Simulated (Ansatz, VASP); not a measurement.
Fe: VASP beside Ansatz

The input INCAR:

```
PREC = Accurate ; ENCUT = 520
EDIFF = 1E-7 ; ISMEAR = 0
SIGMA = 0.020999999999999998 ; LREAL = F
LASPH = T ; NELM = 150
ALGO = Fast ; ISIF = 2
LWAVE = F ; LCHARG = F
ISPIN = 2 ; MAGMOM = 3
LORBIT = 11 ; LMAXMIX = 4
GGA = PE ; NBANDS = 14
```

KPOINTS

```
Automatic mesh
0
Gamma
  13 13 13
```

The input POSCAR:

```
Fe
1.0
   -1.4430000000      1.4430000000      1.4430000000
    1.4430000000     -1.4430000000      1.4430000000
    1.4430000000      1.4430000000     -1.4430000000
Fe
1
Direct
    0.0000000000      0.0000000000      0.0000000000
```

File input.yaml:

```yaml
crystal:
  lattice:
    - [-1.443, 1.443, 1.443]
    - [1.443, -1.443, 1.443]
    - [1.443, 1.443, -1.443]
  atoms:
    - { symbol: Fe, position: [0.0, 0.0, 0.0], spin: 3.0 }
kpoints:
  mp_grid: { grid: [13, 13, 13] }
scf:
  occupations: { method: gaussian, width: 0.021 }
hamiltonian:
  xc: pbe
  pseudopotentials: { kind: all_electron, lapw: { basis_error: 0.001 } }
magnetization:
  spin_polarized: true
output:
  forces: true
  stress: true
  eigenvalues: true
```

Alike in both runs: task single point; functional PBE; k mesh 13 × 13 × 13; occupations gaussian, width 0.021 eV; collinear spin.

|  | VASP | Ansatz |
| --- | --- | --- |
| version | VASP 6.6.1 | Ansatz 0.2.0 |
| potentials or method | VASP PAW PBE potentials, release 64 (Fe), cutoff 520 eV | all-electron LAPW, scalar-relativistic |

|  | VASP | Ansatz | Ansatz less VASP |
| --- | --- | --- | --- |
| gap on the k mesh at the Fermi level (eV) | none | none | - |
| pressure (GPa) | -9.3 | -9.8 | -0.47 |
| net moment per atom (μB) | 2.28 | 2.24 | -0.035 |
| size of the moment on the site where the two differ most (μB) | 2.29 | 2.31 | +0.017 |

Site moments also hang on the region over which each program counts them. A gap of «none» marks a metal or a gap that the smearing closes. Ansatz ran all-electron here, and VASP with PAW potentials.
